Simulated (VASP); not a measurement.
Input of a VASP 6.6.1 run:

The input INCAR:

```
SYSTEM = TiRh
PREC = Accurate
ENCUT = 520
EDIFF = 1E-6
ISMEAR = -1
SIGMA = 0.1
LREAL = .FALSE.
LASPH = .TRUE.
NELM = 80
ALGO = Normal
ISIF = 2
LWAVE = .FALSE.
LCHARG = .TRUE.
LELF = .TRUE.
LVHAR = .TRUE.
NBANDS = 20
```

Contents of KPOINTS:

```
Automatic mesh
0
G
  11 11 11
  0 0 0
```

Contents of POSCAR:

```
TiRh
1.0
    3.0528960000      0.0000000000      0.0000000000
    0.0000000000      3.0528960000      0.0000000000
    0.0000000000      0.0000000000      3.1152000000
Ti Rh
1 1
Direct
    0.5000000000      0.5000000000      0.5000000000
    0.0000000000      0.0000000000      0.0000000000
```

Potentials or basis: VASP PAW LDA potentials, release 64 (Ti_sv, Rh_pv).

Command:

```console
$ cat potpaw_LDA.64/Ti_sv/POTCAR potpaw_LDA.64/Rh_pv/POTCAR > POTCAR
$ mpirun -np 1 vasp_std > vasp.out
```

Q: Estimate the pressure.

A: -5.6 GPa.

Stress tensor (GPa, compression positive):
```
-6.24  0.00  0.00
 0.00 -6.24  0.00
 0.00  0.00 -4.35
```
